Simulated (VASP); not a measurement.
# Ni2O (antifluorite type) (Fm-3m) in VASP: a series of runs

Ni2O (antifluorite type) is run at these levels: PBE; tasks: single point.

Program: VASP 6.6.1. These are calculated values, not measurements. Logs are shortened: lines on timing, memory, paths and dates and some standing lists are left out, and cuts for length are marked.

**1. The cell of the first run**

It takes space group Fm-3m (No. 225, cubic). The conventional cell has a = 5.087 Å, b = 5.087 Å, c = 5.087 Å, α = 90.00°, β = 90.00°, γ = 90.00°. Within 2.9 Å of Ni (site symmetry -43m) lie 4 O at 2.20 Å and 6 Ni at 2.54 Å. Within 2.9 Å of O (site symmetry m-3m) lie 8 Ni at 2.20 Å.

**2. Single point, PBE**

INCAR reads:

```
ALGO = Normal
EDIFF = 1E-7
ENCUT = 520
GGA = PE
ISIF = 2
ISMEAR = -1
LASPH = True
LCHARG = False
LREAL = False
LWAVE = False
NBANDS = 20
NELM = 100
PREC = Accurate
SIGMA = 0.06122561905347299
```

KPOINTS reads:

```
k-points
0
Gamma
  19 19 19
```

POSCAR reads:

```
Ni2O
1.0
    0.0000000000      2.5433708832      2.5433708832
    2.5433708832      0.0000000000      2.5433708832
    2.5433708832      2.5433708832      0.0000000000
Ni O
2 1
Direct
    0.2500000000      0.2500000000      0.2500000000
    0.7500000000      0.7500000000      0.7500000000
    0.0000000000      0.0000000000      0.0000000000
```

Potentials or basis: VASP PAW PBE potentials, release 64 (Ni, O).

On the command line:

```bash
cat potpaw_PBE.64/Ni/POTCAR potpaw_PBE.64/O/POTCAR > POTCAR
mpirun -np 1 vasp_std > vasp.out
```

OUTCAR:

```text
EDIFF = 1E-7
   ENCUT = 520
   GGA = PE
   ISIF = 2
   ISMEAR = -1
   LASPH = True
   LREAL = False
   NELM = 100
   PREC = Accurate

 ion  position               nearest neighbor table
   1  0.250  0.250  0.250-   3 2.20   3 2.20   3 2.20   3 2.20   2 2.54   2 2.54   2 2.54   2 2.54
                             2 2.54   2 2.54
   2  0.750  0.750  0.750-   3 2.20   3 2.20   3 2.20   3 2.20   1 2.54   1 2.54   1 2.54   1 2.54
                             1 2.54   1 2.54
   3  0.000  0.000  0.000-   1 2.20   2 2.20   2 2.20   2 2.20   2 2.20   1 2.20   1 2.20   1 2.20

  LATTYP: Found a face centered cubic cell.
 ALAT       =     5.0867417664

  Lattice vectors:

 A1 = (   0.0000000000,   2.5433708832,   2.5433708832)
 A2 = (   2.5433708832,   0.0000000000,   2.5433708832)
 A3 = (   2.5433708832,   2.5433708832,   0.0000000000)

Analysis of symmetry for initial positions (statically):
=====================================================================
 Subroutine PRICEL returns:
 Original cell was already a primitive cell.

 Routine SETGRP: Setting up the symmetry group for a
 face centered cubic supercell.

 Subroutine GETGRP returns: Found 48 space group operations
 (whereof 48 operations were pure point group operations)
 out of a pool of 48 trial point group operations.

The static configuration has the point symmetry O_h .

Analysis of symmetry for dynamics (positions and initial velocities):
=====================================================================
 Subroutine PRICEL returns:
 Original cell was already a primitive cell.

 Routine SETGRP: Setting up the symmetry group for a
 face centered cubic supercell.

 Subroutine GETGRP returns: Found 48 space group operations
 (whereof 48 operations were pure point group operations)
 out of a pool of 48 trial point group operations.

The dynamic configuration has the point symmetry O_h .

 Subroutine INISYM returns: Found 48 space group operations
 (whereof 48 operations are pure point group operations),
 and found     1 'primitive' translations

----------------------------------------------------------------------------------------

                                     Primitive cell

  volume of cell :      32.9048

  direct lattice vectors                    reciprocal lattice vectors
     0.000000000  2.543370883  2.543370883    -0.196589496  0.196589496  0.196589496
     2.543370883  0.000000000  2.543370883     0.196589496 -0.196589496  0.196589496
     2.543370883  2.543370883  0.000000000     0.196589496  0.196589496 -0.196589496

  length of vectors
     3.596869597  3.596869597  3.596869597     0.340502995  0.340502995  0.340502995

  position of ions in fractional coordinates (direct lattice)
     0.250000000  0.250000000  0.250000000
     0.750000000  0.750000000  0.750000000
     0.000000000  0.000000000  0.000000000

  ion indices of the primitive-cell ions
   primitive index   ion index
                 1           1
                 2           2
                 3           3

----------------------------------------------------------------------------------------

 KPOINTS: k-points

Automatic generation of k-mesh.
 Grid dimensions read from file:
 generate k-points for:   19   19   19

 Generating k-lattice:

  Cartesian coordinates                     Fractional coordinates (reciprocal lattice)
    -0.010346816  0.010346816  0.010346816     0.052631579  0.000000000  0.000000000
     0.010346816 -0.010346816  0.010346816     0.000000000  0.052631579  0.000000000
     0.010346816  0.010346816 -0.010346816     0.000000000  0.000000000  0.052631579

  Length of vectors
     0.017921210  0.017921210  0.017921210

  Shift w.r.t. Gamma in fractional coordinates (k-lattice)
     0.000000000  0.000000000  0.000000000

 Subroutine IBZKPT returns following result:
 ===========================================

 Found    220 irreducible k-points:

 Following reciprocal coordinates:
            Coordinates               Weight
  0.000000  0.000000  0.000000      1.000000
  0.052632  0.000000  0.000000      8.000000
  0.105263  0.000000  0.000000      8.000000
  0.157895  0.000000  0.000000      8.000000
  0.210526  0.000000  0.000000      8.000000
  0.263158  0.000000  0.000000      8.000000
[... 16 lines left out ...]
 -0.315789  0.052632  0.000000     24.000000
 -0.263158  0.052632  0.000000     24.000000
 [... further k-points ...]
   k-points           NKPTS =    220   k-points in BZ     NKDIM =    220   number of bands    NBANDS=     20
   number of dos      NEDOS =    301   number of ions     NIONS =      3
   total plane-waves  NPLWV =  21952
   dimension x,y,z NGX =    28 NGY =   28 NGZ =   28
   dimension x,y,z NGXF=    56 NGYF=   56 NGZF=   56
   ions per type =               2   1
   NGX,Y,Z   is equivalent  to a cutoff of  12.94, 12.94, 12.94 a.u.
   NGXF,Y,Z  is equivalent  to a cutoff of  25.88, 25.88, 25.88 a.u.
 SYSTEM =  unknown system
   PREC   = accura    normal or accurate (medium, high low for compatibility)
   ISTART =      0    job   : 0-new  1-cont  2-samecut
   ICHARG =      2    charge: 1-file 2-atom 10-const
   ISPIN  =      1    spin polarized calculation?
   LNONCOLLINEAR =      F non collinear calculations
   LSORBIT =      F    spin-orbit coupling
   LASPH  =      T    aspherical Exc in radial PAW
   ENCUT  =  520.0 eV  38.22 Ry    6.18 a.u.   6.69  6.69  6.69*2*pi/ulx,y,z
   NELM   =    100;   NELMIN=  2; NELMDL= -5     # of ELM steps
   EDIFF  = 0.1E-06   stopping-criterion for ELM
   LREAL  =      F    real-space projection
   EDIFFG = 0.1E-05   stopping-criterion for IOM
   NSW    =      0    number of steps for IOM
   IBRION =     -1    ionic relax: 0-MD 1-quasi-New 2-CG
   NFREE  =      0    steps in history (QN), initial steepest desc. (CG)
   ISIF   =      2    stress and relaxation
   ISYM   =      2    0-nonsym 1-usesym 2-fastsym
   POTIM  = 0.5000    time-step for ionic-motion
   TEBEG  =    0.0;   TEEND  =   0.0 temperature during run
   PSTRESS=    0.0 pullay stress
   NELECT =      26.0000    total number of electrons
   NUPDOWN=      -1.0000    fix difference up-down
   EMIN   =  10.00;   EMAX   =-10.00  energy-range for DOS
   EFERMI =   0.00;   METHOD = LEGACY
   ISMEAR =    -1;   SIGMA  =   0.06  broadening in eV -4-tet -1-fermi 0-gaus
   EFERMI_NEDOS =   21; number of points for ismear=-14 and -15
   IALGO  =     38    algorithm
   IMIX   =      4    mixing-type and parameters
     AMIX     =   0.40;   BMIX     =  1.00
     AMIX_MAG =   1.60;   BMIX_MAG =  1.00
  volume/ion in A,a.u.               =      10.97        74.02
  Fermi-wavevector in a.u.,A,eV,Ry     =   1.513490  2.860082 31.166217  2.290652
  Thomas-Fermi vector in A             =   2.623274
   LORBIT       =      0    0 simple, 1 ext, 2 COOP (PROOUT), +10 PAW based schemes
   GGA     = PE    functional components
   LHFCALC =     F    Hartree Fock is set to
   AEXX    =    0.0000 exact exchange contribution
   IVDW    =     0    specifies the selected vdW correction
   LEPSILON=     F    determine dielectric tensor
   LRPA    =     F    only Hartree local field effects (RPA)
 non-spin polarized calculation
  energy-cutoff  :      520.00
  volume of cell :       32.90
 maximum number of plane-waves:       907
   NGX = 13   NGY = 13   NGZ = 13

 number of electron      25.9999977 magnetization

 Free energy of the ion-electron system (eV)
  ---------------------------------------------------
  ext. energy  EPLUGINS =         0.00000000
  ---------------------------------------------------
  free energy    TOTEN  =       -14.92783993 eV

  energy without entropy =      -14.81735978  energy(sigma->0) =      -14.87259985

 E-fermi :   7.3056     XC(G=0): -12.1407

 val. band max:        7.3043774355   @ k =  -0.4211   0.3158   0.0526
 cond. band min:       7.3061240004   @ k =  -0.1053   0.0526   0.0000
 fundamental gap:      0.0017465649
 Fermi energy:         7.3055950944

 k-point     1 :       0.0000    0.0000    0.0000
  band No.  band energies     occupation
      1     -12.5314      2.00000
      2       1.3325      2.00000
      3       1.3325      2.00000
      4       1.3325      2.00000
      5       3.9204      2.00000
      6       4.4353      2.00000
[... 12 lines left out ...]
     19      21.8862      0.00000
     20      21.8862      0.00000

 k-point     2 :       0.0526    0.0000    0.0000
  band No.  band energies     occupation
      1     -12.5223      2.00000
      2       1.2510      2.00000
      3       1.3397      2.00000
      4       1.3397      2.00000
      5       4.0560      2.00000
      6       4.4490      2.00000
[... 12 lines left out ...]
     19      21.7136      0.00000
     20      21.7482      0.00000

 k-point     3 :       0.1053    0.0000    0.0000
  band No.  band energies     occupation
      1     -12.4961      2.00000
      2       1.0520      2.00000
      3       1.3606      2.00000
      4       1.3606      2.00000
      5       4.4135      2.00000
      6       4.4902      2.00000
[... 12 lines left out ...]
     19      21.3241      0.00000
     20      21.4302      0.00000

 k-point     4 :       0.1579    0.0000    0.0000
  band No.  band energies     occupation
      1     -12.4553      2.00000
      2       0.8126      2.00000
      3       1.3931      2.00000
      4       1.3931      2.00000
      5       4.5592      2.00000
      6       4.5592      2.00000
[... 429 lines left out ...]
 k-point    23 :      -0.3158    0.0526    0.0000
  band No.  band energies     occupation
      1     -12.2709      2.00000
      2       0.2022      2.00000
      3       1.5215      2.00000
      4       1.5347      2.00000
      5       4.9252      2.00000
      6       5.0419      2.00000
[... 12 lines left out ...]
     19      20.1123      0.00000
     20      20.2133      0.00000

 k-point    24 :      -0.2632    0.0526    0.0000
  band No.  band energies     occupation
      1     -12.3236      2.00000
      2       0.3306      2.00000
      3       1.4870      2.00000
      4       1.4920      2.00000
      5       4.7830      2.00000
      6       4.8796      2.00000
[... 12 lines left out ...]
     19      19.9416      0.00000
     20      20.3141      0.00000

 [... further k-points ...]

------------------------ aborting loop because EDIFF is reached ----------------------------------------

  FORCE on cell =-STRESS in cart. coord.  units (eV):
  Direction    XX          YY          ZZ          XY          YZ          ZX
  --------------------------------------------------------------------------------------
  -------------------------------------------------------------------------------------
  Total       -1.1271733     -1.1271733     -1.1271733      0.0000000     -0.0000000     -0.0000000
  in kB      -54.8835503    -54.8835503    -54.8835503      0.0000000     -0.0000000     -0.0000000
  external PRESSURE =     -54.8835503 kB  Pullay stress =       0.0000000 kB

 VOLUME and BASIS-vectors are now :
 -----------------------------------------------------------------------------
  energy-cutoff  :      520.00
  volume of cell :       32.90
      direct lattice vectors                 reciprocal lattice vectors
     0.000000000  2.543370883  2.543370883    -0.196589496  0.196589496  0.196589496
     2.543370883  0.000000000  2.543370883     0.196589496 -0.196589496  0.196589496
     2.543370883  2.543370883  0.000000000     0.196589496  0.196589496 -0.196589496

 POSITION                                       TOTAL-FORCE (eV/Angst)
 -----------------------------------------------------------------------------------
      1.27169      1.27169      1.27169         0.000000      0.000000      0.000000
      3.81506      3.81506      3.81506        -0.000000     -0.000000     -0.000000
      0.00000      0.00000      0.00000        -0.000000     -0.000000     -0.000000
 -----------------------------------------------------------------------------------
    total drift:                                0.000000      0.000000      0.000000

  FREE ENERGIE OF THE ION-ELECTRON SYSTEM (eV)
  ---------------------------------------------------
  free  energy   TOTEN  =       -14.9278399263 eV

  energy  without entropy=      -14.8173597778  energy(sigma->0) =      -14.87259985
```

Wall time 4.9 min (1 thread of Intel Xeon 8259CL, shared host); peak memory 0.26 GiB.

What came out:

| Item | Value |
| --- | --- |
| Free energy | -14.9278 eV |
| Pressure | -5.5 GPa |
| Band gap on the k mesh | zero (bands 13 and 14 overlap by 0.36 eV) |

Caveat: the cell stands under tension; the run has no spin polarisation, though such a crystal can be magnetic.

**3. Single point, PBE**

This run uses another cell than the first one, of 11.18 Å³/atom.

INCAR reads:

```
SYSTEM = Ni2O
  PREC = Accurate
  ENCUT = 520
  EDIFF = 1E-6
  ISMEAR = -1
  SIGMA = 0.06122561905347299
  LREAL = .FALSE.
  LASPH = .TRUE.
  NELM = 100
  ALGO = Normal
  ISIF = 2
  LWAVE = .FALSE.
  LCHARG = .FALSE.
  GGA = PE
  NBANDS = 20
```

KPOINTS reads:

```
regular mesh
0
G
  19 19 19
  0 0 0
```

POSCAR reads:

```
Ni2O
1.0
    0.0000000000      2.5595711345      2.5595711345
    2.5595711345      0.0000000000      2.5595711345
    2.5595711345      2.5595711345      0.0000000000
Ni O
2 1
Direct
    0.2500000000      0.2500000000      0.2500000000
    0.7500000000      0.7500000000      0.7500000000
    0.0000000000      0.0000000000      0.0000000000
```

Potentials or basis: VASP PAW PBE potentials, release 64 (Ni, O).

On the command line:

```bash
cat potpaw_PBE.64/Ni/POTCAR potpaw_PBE.64/O/POTCAR > POTCAR
mpirun -np 1 vasp_std > vasp.out
```

Run time: 4.1 min. Hardware: 1 thread of Intel Xeon 8259CL, shared host; peak memory 0.26 GiB.

It converged, with:

* Free energy: -14.9020 eV
* Pressure: -7.7 GPa
* Band gap on the k mesh: zero (bands 13 and 14 overlap by 0.35 eV)

Levels at points of the mesh, in eV from the Fermi level:
```
           k point  band 11  band 12  band 13  band 14  band 15  band 16
(0.00, 0.00, 0.00)     0.00     0.00     0.00     0.11     0.11     7.97
```

Caveat: the cell stands under tension; the run has no spin polarisation, though such a crystal can be magnetic. With open d or f shells a metallic result of PBE can be an artefact of self-interaction; +U or a hybrid may open a gap.

**4. Single point, PBE**

This run uses another cell than the first one, of 11.18 Å³/atom.

INCAR reads:

```
PREC = Accurate
ENCUT = 520
EDIFF = 1E-6
ISMEAR = -1
SIGMA = 0.06122561905347299
LREAL = F
LASPH = T
NELM = 100
ALGO = Normal
ISIF = 2
LWAVE = F
LCHARG = F
GGA = PE
NBANDS = 20
```

KPOINTS reads:

```
Automatic mesh
0
Gamma
  19 19 19
```

POSCAR is that of step 3.

Potentials or basis: VASP PAW PBE potentials, release 64 (Ni, O).

On the command line:

```bash
cat potpaw_PBE.64/Ni/POTCAR potpaw_PBE.64/O/POTCAR > POTCAR
mpirun -np 1 vasp_std > vasp.out
```

OUTCAR:

```text
PREC = Accurate
   ENCUT = 520
   EDIFF = 1E-6
   ISMEAR = -1
   LREAL = F
   LASPH = T
   NELM = 100
   ISIF = 2
   GGA = PE

 ion  position               nearest neighbor table
   1  0.250  0.250  0.250-   3 2.22   3 2.22   3 2.22   3 2.22   2 2.56   2 2.56   2 2.56   2 2.56
                             2 2.56   2 2.56
   2  0.750  0.750  0.750-   3 2.22   3 2.22   3 2.22   3 2.22   1 2.56   1 2.56   1 2.56   1 2.56
                             1 2.56   1 2.56
   3  0.000  0.000  0.000-   2 2.22   2 2.22   2 2.22   1 2.22   1 2.22   1 2.22   2 2.22   1 2.22

  LATTYP: Found a face centered cubic cell.
 ALAT       =     5.1191422690

  Lattice vectors:

 A1 = (   0.0000000000,   2.5595711345,   2.5595711345)
 A2 = (   2.5595711345,   0.0000000000,   2.5595711345)
 A3 = (   2.5595711345,   2.5595711345,   0.0000000000)

Analysis of symmetry for initial positions (statically):
=====================================================================
 Subroutine PRICEL returns:
 Original cell was already a primitive cell.

 Routine SETGRP: Setting up the symmetry group for a
 face centered cubic supercell.

 Subroutine GETGRP returns: Found 48 space group operations
 (whereof 48 operations were pure point group operations)
[... 165 lines left out ...]
 E-fermi :   7.0569     XC(G=0): -12.0340

 val. band max:        7.0560893202   @ k =   0.0000   0.0000   0.0000
 cond. band min:       7.0579914322   @ k =  -0.1053   0.0526   0.0000
 fundamental gap:      0.0019021121
 Fermi energy:         7.0568593251

 k-point     1 :       0.0000    0.0000    0.0000
  band No.  band energies     occupation
      1     -12.6370      2.00000
      2       1.2269      2.00000
      3       1.2269      2.00000
      4       1.2269      2.00000
      5       3.6888      2.00000
      6       4.2712      2.00000
[... 541 lines left out ...]
     19      19.5609      0.00000
     20      19.9130      0.00000

 [... further k-points ...]

------------------------ aborting loop because EDIFF is reached ----------------------------------------

  FORCE on cell =-STRESS in cart. coord.  units (eV):
  Direction    XX          YY          ZZ          XY          YZ          ZX
  --------------------------------------------------------------------------------------
  -------------------------------------------------------------------------------------
  Total       -1.6199309     -1.6199309     -1.6199309      0.0000000      0.0000000      0.0000000
  in kB      -77.3883266    -77.3883266    -77.3883266      0.0000000      0.0000000      0.0000000
  external PRESSURE =     -77.3883266 kB  Pullay stress =       0.0000000 kB

 VOLUME and BASIS-vectors are now :
 -----------------------------------------------------------------------------
  energy-cutoff  :      520.00
  volume of cell :       33.54
      direct lattice vectors                 reciprocal lattice vectors
     0.000000000  2.559571135  2.559571135    -0.195345225  0.195345225  0.195345225
     2.559571135  0.000000000  2.559571135     0.195345225 -0.195345225  0.195345225
     2.559571135  2.559571135  0.000000000     0.195345225  0.195345225 -0.195345225

 POSITION                                       TOTAL-FORCE (eV/Angst)
 -----------------------------------------------------------------------------------
      1.27979      1.27979      1.27979         0.000000      0.000000      0.000000
      3.83936      3.83936      3.83936        -0.000000     -0.000000     -0.000000
      0.00000      0.00000      0.00000        -0.000000     -0.000000     -0.000000
 -----------------------------------------------------------------------------------
    total drift:                                0.000000      0.000000      0.000000

  FREE ENERGIE OF THE ION-ELECTRON SYSTEM (eV)
  ---------------------------------------------------
  free  energy   TOTEN  =       -14.9019767800 eV

  energy  without entropy=      -14.7890786465  energy(sigma->0) =      -14.84552771
```

OSZICAR:

```text
N       E                     dE             d eps       ncg     rms          rms(c)
DAV:   1     0.154779192304E+03    0.15478E+03   -0.12467E+04  8904   0.172E+03
DAV:   2    -0.500613761741E+01   -0.15979E+03   -0.14998E+03  9032   0.305E+02
DAV:   3    -0.172652197617E+02   -0.12259E+02   -0.11769E+02  9600   0.945E+01
DAV:   4    -0.174894892669E+02   -0.22427E+00   -0.22355E+00  9672   0.128E+01
DAV:   5    -0.174937015279E+02   -0.42123E-02   -0.42120E-02 10384   0.180E+00    0.138E+01
DAV:   6    -0.201534952439E+02   -0.26598E+01   -0.32077E+01 10992   0.914E+01    0.230E+01
DAV:   7    -0.148883342996E+02    0.52652E+01   -0.20754E+01 10688   0.682E+01    0.366E+00
DAV:   8    -0.149116530831E+02   -0.23319E-01   -0.87723E-01  9048   0.775E+00    0.166E+00
DAV:   9    -0.149038375797E+02    0.78155E-02   -0.34562E-02 12004   0.159E+00    0.521E-01
DAV:  10    -0.149042633655E+02   -0.42579E-03   -0.17670E-02 13340   0.127E+00    0.419E-01
DAV:  11    -0.149020333055E+02    0.22301E-02   -0.32597E-03 12552   0.572E-01    0.111E-01
DAV:  12    -0.149020189851E+02    0.14320E-04   -0.66341E-04  9404   0.211E-01    0.572E-02
DAV:  13    -0.149019793880E+02    0.39597E-04   -0.13437E-04 13756   0.129E-01    0.173E-02
DAV:  14    -0.149019773977E+02    0.19903E-05   -0.14566E-05  9168   0.327E-02    0.841E-03
DAV:  15    -0.149019767800E+02    0.61776E-06   -0.45329E-06  9096   0.168E-02
   1 F= -.14901977E+02 E0= -.14845528E+02  d E =-.112898E+00
```

It took 4.2 min on 1 thread of Intel Xeon 8259CL, shared host; peak memory 0.26 GiB.

What came out:

- Free energy: -14.9020 eV
- Pressure: -7.7 GPa
- Band gap on the k mesh: zero (bands 13 and 14 overlap by 0.35 eV)

Levels at points of the mesh, in eV from the Fermi level:
```tsv
k point	band 9	band 10	band 11	band 12	band 13	band 14	band 15	band 16	band 17	band 18
(0.00, 0.00, 0.00)	-0.46	-0.46	0.00	0.00	0.00	0.11	0.11	7.97	7.97	7.97
```

Caveat: the cell stands under tension; the run has no spin polarisation, though such a crystal can be magnetic.
